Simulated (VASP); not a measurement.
# TiAl (P4mm) in VASP: single point with r2SCAN

Aim: the single point of TiAl with r2SCAN.

Everything below comes from runs of VASP 6.6.1. Logs are shortened: lines on timing, memory, paths and dates and some standing lists are left out, and cuts for length are marked.

### 1 The cell of the first run

Symmetry: P4mm, No. 99, tetragonal system. The conventional cell has a = 3.179 Å, b = 3.179 Å, c = 3.179 Å, α = 90.00°, β = 90.00°, γ = 90.00°. Ti (site symmetry 4mm) has 8 Al at 2.64 to 2.87 Å and 6 Ti at 3.18 Å within 3.5 Å. Within 3.5 Å of Al (site symmetry 4mm) lie 8 Ti at 2.64 to 2.87 Å and 6 Al at 3.18 Å.

### 2 Single point, r2SCAN (atom 1 (Ti) moved by (-0.200, +0.000) A along y and z)

POSCAR

```
TiAl
1.0
    3.1790640000      0.0000000000      0.0000000000
    0.0000000000      3.1790640000      0.0000000000
    0.0000000000      0.0000000000      3.1790640000
Ti Al
1 1
Direct
    0.0000000000     -0.0629115991      0.0000000000
    0.5000000000      0.5000000000      0.5000000000
```

INCAR.step1

```
ALGO = Normal
EDIFF = 1E-4
ENCUT = 520
GGA = PE
ISMEAR = 0
LASPH = T
LCHARG = F
LREAL = F
LWAVE = T
NBANDS = 14
NELM = 100
PREC = Accurate
SIGMA = 0.15
```

INCAR.step2

```
ALGO = Normal
EDIFF = 1E-6
ENCUT = 520
ISIF = 2
ISMEAR = 0
ISTART = 1
LASPH = T
LCHARG = F
LMIXTAU = T
LREAL = F
LWAVE = F
METAGGA = R2SCAN
NBANDS = 14
NELM = 100
PREC = Accurate
SIGMA = 0.15
```

KPOINTS

```
k-points
0
Gamma
  16 16 16
```

Potentials or basis: VASP PAW PBE potentials, release 64 (Ti_sv, Al).

Launch:

```sh
cat potpaw_PBE.64/Ti_sv/POTCAR potpaw_PBE.64/Al/POTCAR > POTCAR
cp INCAR.step1 INCAR
mpirun -np 1 vasp_std > vasp.out
cp INCAR.step2 INCAR
mpirun -np 1 vasp_std > vasp.out
```

OUTCAR:

```text
EDIFF = 1E-6
   ENCUT = 520
   ISIF = 2
   ISMEAR = 0
   ISTART = 1
   LASPH = T
   LREAL = F
   METAGGA = R2SCAN
   NELM = 100
   PREC = Accurate

 ion  position               nearest neighbor table
   1  0.000  0.937  0.000-   2 2.64   2 2.64   2 2.64   2 2.64   2 2.87   2 2.87   2 2.87   2 2.87

   2  0.500  0.500  0.500-   1 2.64   1 2.64   1 2.64   1 2.64   1 2.87   1 2.87   1 2.87   1 2.87

  LATTYP: Found a simple cubic cell.
 ALAT       =     3.1790640000

  Lattice vectors:

 A1 = (   3.1790640000,   0.0000000000,   0.0000000000)
 A2 = (   0.0000000000,   3.1790640000,   0.0000000000)
 A3 = (   0.0000000000,   0.0000000000,   3.1790640000)

Analysis of symmetry for initial positions (statically):
=====================================================================
 Subroutine PRICEL returns:
 Original cell was already a primitive cell.

 Routine SETGRP: Setting up the symmetry group for a
 simple cubic supercell.

 Subroutine GETGRP returns: Found  8 space group operations
 (whereof  8 operations were pure point group operations)
 out of a pool of 48 trial point group operations.

The static configuration has the point symmetry C_4v.

Analysis of symmetry for dynamics (positions and initial velocities):
=====================================================================
 Subroutine PRICEL returns:
 Original cell was already a primitive cell.

 Routine SETGRP: Setting up the symmetry group for a
 simple cubic supercell.

 Subroutine GETGRP returns: Found  8 space group operations
 (whereof  8 operations were pure point group operations)
 out of a pool of 48 trial point group operations.

The dynamic configuration has the point symmetry C_4v.

 Subroutine INISYM returns: Found  8 space group operations
 (whereof  8 operations are pure point group operations),
 and found     1 'primitive' translations

----------------------------------------------------------------------------------------

                                     Primitive cell

  volume of cell :      32.1290

  direct lattice vectors                    reciprocal lattice vectors
     3.179064000  0.000000000  0.000000000     0.314557996  0.000000000  0.000000000
     0.000000000  3.179064000  0.000000000     0.000000000  0.314557996  0.000000000
     0.000000000  0.000000000  3.179064000     0.000000000  0.000000000  0.314557996

  length of vectors
     3.179064000  3.179064000  3.179064000     0.314557996  0.314557996  0.314557996

  position of ions in fractional coordinates (direct lattice)
     0.000000000  0.937088401  0.000000000
     0.500000000  0.500000000  0.500000000

  ion indices of the primitive-cell ions
   primitive index   ion index
                 1           1
                 2           2

----------------------------------------------------------------------------------------

 KPOINTS: k-points

Automatic generation of k-mesh.
 Grid dimensions read from file:
 generate k-points for:   16   16   16

 Generating k-lattice:

  Cartesian coordinates                     Fractional coordinates (reciprocal lattice)
     0.019659875  0.000000000  0.000000000     0.062500000  0.000000000  0.000000000
     0.000000000  0.019659875  0.000000000     0.000000000  0.062500000  0.000000000
     0.000000000  0.000000000  0.019659875     0.000000000  0.000000000  0.062500000

  Length of vectors
     0.019659875  0.019659875  0.019659875

  Shift w.r.t. Gamma in fractional coordinates (k-lattice)
     0.000000000  0.000000000  0.000000000

 Subroutine IBZKPT returns following result:
 ===========================================

 Found    405 irreducible k-points:

 Following reciprocal coordinates:
            Coordinates               Weight
  0.000000  0.000000  0.000000      1.000000
  0.062500  0.000000  0.000000      4.000000
  0.000000  0.062500  0.000000      2.000000
  0.125000  0.000000  0.000000      4.000000
  0.000000  0.125000  0.000000      2.000000
  0.187500  0.000000  0.000000      4.000000
[... 16 lines left out ...]
  0.187500  0.062500  0.000000      8.000000
  0.000000  0.187500  0.062500      8.000000
 [... further k-points ...]
   k-points           NKPTS =    405   k-points in BZ     NKDIM =    405   number of bands    NBANDS=     14
   number of dos      NEDOS =    301   number of ions     NIONS =      2
   total plane-waves  NPLWV =  13824
   dimension x,y,z NGX =    24 NGY =   24 NGZ =   24
   dimension x,y,z NGXF=    48 NGYF=   48 NGZF=   48
   ions per type =               1   1
   NGX,Y,Z   is equivalent  to a cutoff of  12.55, 12.55, 12.55 a.u.
   NGXF,Y,Z  is equivalent  to a cutoff of  25.10, 25.10, 25.10 a.u.
 SYSTEM =  unknown system
   PREC   = accura    normal or accurate (medium, high low for compatibility)
   ISTART =      1    job   : 0-new  1-cont  2-samecut
   ICHARG =      0    charge: 1-file 2-atom 10-const
   ISPIN  =      1    spin polarized calculation?
   LNONCOLLINEAR =      F non collinear calculations
   LSORBIT =      F    spin-orbit coupling
   LASPH  =      T    aspherical Exc in radial PAW
   ENCUT  =  520.0 eV  38.22 Ry    6.18 a.u.   5.91  5.91  5.91*2*pi/ulx,y,z
   NELM   =    100;   NELMIN=  2; NELMDL=  0     # of ELM steps
   EDIFF  = 0.1E-05   stopping-criterion for ELM
   LREAL  =      F    real-space projection
   EDIFFG = 0.1E-04   stopping-criterion for IOM
   NSW    =      0    number of steps for IOM
   IBRION =     -1    ionic relax: 0-MD 1-quasi-New 2-CG
   NFREE  =      0    steps in history (QN), initial steepest desc. (CG)
   ISIF   =      2    stress and relaxation
   ISYM   =      2    0-nonsym 1-usesym 2-fastsym
   POTIM  = 0.5000    time-step for ionic-motion
   TEBEG  =    0.0;   TEEND  =   0.0 temperature during run
   PSTRESS=    0.0 pullay stress
   NELECT =      15.0000    total number of electrons
   NUPDOWN=      -1.0000    fix difference up-down
   EMIN   =  10.00;   EMAX   =-10.00  energy-range for DOS
   EFERMI =   0.00;   METHOD = LEGACY
   ISMEAR =     0;   SIGMA  =   0.15  broadening in eV -4-tet -1-fermi 0-gaus
   EFERMI_NEDOS =   21; number of points for ismear=-14 and -15
   IALGO  =     38    algorithm
   IMIX   =      4    mixing-type and parameters
     AMIX     =   0.40;   BMIX     =  1.00
     AMIX_MAG =   1.60;   BMIX_MAG =  1.00
  volume/ion in A,a.u.               =      16.06       108.41
  Fermi-wavevector in a.u.,A,eV,Ry     =   1.270007  2.399964 21.945065  1.612917
  Thomas-Fermi vector in A             =   2.403017
   LORBIT       =      0    0 simple, 1 ext, 2 COOP (PROOUT), +10 PAW based schemes
   METAGGA = R2SCAN    functional components
   LHFCALC =     F    Hartree Fock is set to
   AEXX    =    0.0000 exact exchange contribution
   IVDW    =     0    specifies the selected vdW correction
   LEPSILON=     F    determine dielectric tensor
   LRPA    =     F    only Hartree local field effects (RPA)
 non-spin polarized calculation
 Gauss-broadening in eV      SIGMA  =   0.15
  energy-cutoff  :      520.00
  volume of cell :       32.13
 maximum number of plane-waves:       912
 NGX is ok and might be reduce to    24
   NGX = 11   NGY = 11   NGZ = 11

 number of electron      14.9999993 magnetization

 Free energy of the ion-electron system (eV)
  ---------------------------------------------------
  ext. energy  EPLUGINS =         0.00000000
  ---------------------------------------------------
  free energy    TOTEN  =       -20.18649954 eV

  energy without entropy =      -20.16370775  energy(sigma->0) =      -20.17510364

 E-fermi :   8.8127     XC(G=0): -11.8920

 val. band max:        8.8114900410   @ k =   0.3750   0.2500   0.5000
 cond. band min:       8.8182919386   @ k =   0.3750   0.2500   0.4375
 fundamental gap:      0.0068018976
 Fermi energy:         8.8126955016

 k-point     1 :       0.0000    0.0000    0.0000
  band No.  band energies     occupation
      1     -50.4467      2.00000
      2     -25.6083      2.00000
      3     -25.6083      2.00000
      4     -25.5969      2.00000
      5      -1.0237      2.00000
      6       7.1682      2.00000
      7       7.1723      2.00000
      8      10.8190      0.00000
      9      10.8503      0.00000
     10      10.8503      0.00000
     11      13.5053      0.00000
     12      13.5053      0.00000
     13      13.5762      0.00000
     14      17.8715      0.00000

 k-point     2 :       0.0625    0.0000    0.0000
  band No.  band energies     occupation
      1     -50.4461      2.00000
      2     -25.6155      2.00000
      3     -25.6077      2.00000
      4     -25.5963      2.00000
      5      -0.9580      2.00000
      6       7.1358      2.00000
      7       7.2017      2.00000
      8      10.6818      0.00000
      9      10.7391      0.00000
     10      10.8751      0.00000
     11      13.1458      0.00000
     12      13.6726      0.00000
     13      13.8087      0.00000
     14      17.8023      0.00000

 k-point     3 :       0.0000    0.0625    0.0000
  band No.  band energies     occupation
      1     -50.4461      2.00000
      2     -25.6077      2.00000
      3     -25.6077      2.00000
      4     -25.6040      2.00000
      5      -0.9584      2.00000
      6       7.1375      2.00000
      7       7.1980      2.00000
      8      10.7330      0.00000
      9      10.7330      0.00000
     10      10.8267      0.00000
     11      13.2708      0.00000
     12      13.6691      0.00000
     13      13.6691      0.00000
     14      17.8814      0.00000
[... 324 lines left out ...]
 k-point    23 :       0.1875    0.0625    0.0000
  band No.  band energies     occupation
      1     -50.4411      2.00000
      2     -25.6654      2.00000
      3     -25.6027      2.00000
      4     -25.5988      2.00000
      5      -0.3783      2.00000
      6       6.7443      2.00000
      7       7.4083      2.00000
      8       9.9912      0.00000
      9      10.0477      0.00000
     10      10.8539      0.00000
     11      12.0939      0.00000
     12      14.4380      0.00000
     13      14.8220      0.00000
     14      17.4319      0.00000

 k-point    24 :       0.0000    0.1875    0.0625
  band No.  band energies     occupation
      1     -50.4412      2.00000
      2     -25.6533      2.00000
      3     -25.6104      2.00000
      4     -25.6028      2.00000
      5      -0.3810      2.00000
      6       6.7381      2.00000
      7       7.4014      2.00000
      8       9.9723      0.00000
      9      10.1133      0.00000
     10      10.8039      0.00000
     11      12.1810      0.00000
     12      14.3305      0.00000
     13      14.8006      0.00000
     14      17.4868      0.00000

 [... further k-points ...]

------------------------ aborting loop because EDIFF is reached ----------------------------------------

  FORCE on cell =-STRESS in cart. coord.  units (eV):
  Direction    XX          YY          ZZ          XY          YZ          ZX
  --------------------------------------------------------------------------------------
  -------------------------------------------------------------------------------------
  Total        0.3089615     -0.0700280      0.3089615      0.0000000     -0.0000000      0.0000000
  in kB       15.4069668     -3.4920807     15.4069668      0.0000000     -0.0000000      0.0000000
  external PRESSURE =       9.1072843 kB  Pullay stress =       0.0000000 kB

 VOLUME and BASIS-vectors are now :
 -----------------------------------------------------------------------------
  energy-cutoff  :      520.00
  volume of cell :       32.13
      direct lattice vectors                 reciprocal lattice vectors
     3.179064000  0.000000000  0.000000000     0.314557996  0.000000000  0.000000000
     0.000000000  3.179064000  0.000000000     0.000000000  0.314557996  0.000000000
     0.000000000  0.000000000  3.179064000     0.000000000  0.000000000  0.314557996

 POSITION                                       TOTAL-FORCE (eV/Angst)
 -----------------------------------------------------------------------------------
      0.00000      2.97906      0.00000         0.000000      1.345043     -0.000000
      1.58953      1.58953      1.58953        -0.000000     -1.345043      0.000000
 -----------------------------------------------------------------------------------
    total drift:                                0.000000     -0.000256     -0.000000

  FREE ENERGIE OF THE ION-ELECTRON SYSTEM (eV)
  ---------------------------------------------------
  free  energy   TOTEN  =       -20.1864995395 eV

  energy  without entropy=      -20.1637077461  energy(sigma->0) =      -20.17510364
```

Run time: 2.2 min. Hardware: 1 thread of Intel Xeon 6975P-C (Granite Rapids), shared host; peak memory 0.3 GiB.

What came out:

```
Free energy            : -20.1865 eV
Pressure               : 0.9 GPa
Largest force          : 1.345 eV/Å
Band gap on the k mesh : zero (an odd number of electrons rules out a gap without spin polarisation)
```

Forces in eV/Å, atoms in the order of the input:
```
Ti   0.000  1.345  0.000
Al   0.000 -1.345  0.000
```

Levels at points of the mesh, in eV from the Fermi level:
| k point | band 4 | band 5 | band 6 | band 7 | band 8 | band 9 | band 10 | band 11 |
| --- | --- | --- | --- | --- | --- | --- | --- | --- |
| (0.00, 0.00, 0.00) | -34.41 | -9.84 | -1.64 | -1.64 | 2.01 | 2.04 | 2.04 | 4.69 |
| (0.50, 0.00, 0.00) | -34.39 | -6.43 | -5.56 | -0.68 | 0.22 | 0.34 | 2.26 | 3.10 |
| (0.00, 0.50, 0.00) | -34.40 | -6.45 | -5.56 | -0.70 | 0.31 | 0.31 | 2.22 | 3.13 |
| (0.50, 0.50, 0.00) | -34.39 | -5.19 | -2.47 | -2.40 | -1.53 | 0.80 | 0.90 | 2.83 |
| (0.50, 0.00, 0.50) | -34.38 | -5.25 | -2.41 | -2.41 | -1.56 | 0.96 | 0.96 | 2.84 |
| (0.50, 0.50, 0.50) | -34.54 | -3.31 | -3.23 | -3.23 | 0.93 | 2.83 | 2.83 | 2.89 |

Caveat: the cell differs from its parent crystal (atom 1 (Ti) moved by (-0.200, +0.000) A along y and z); the PAW data sets were made with another functional, which shifts forces and pressure a little.
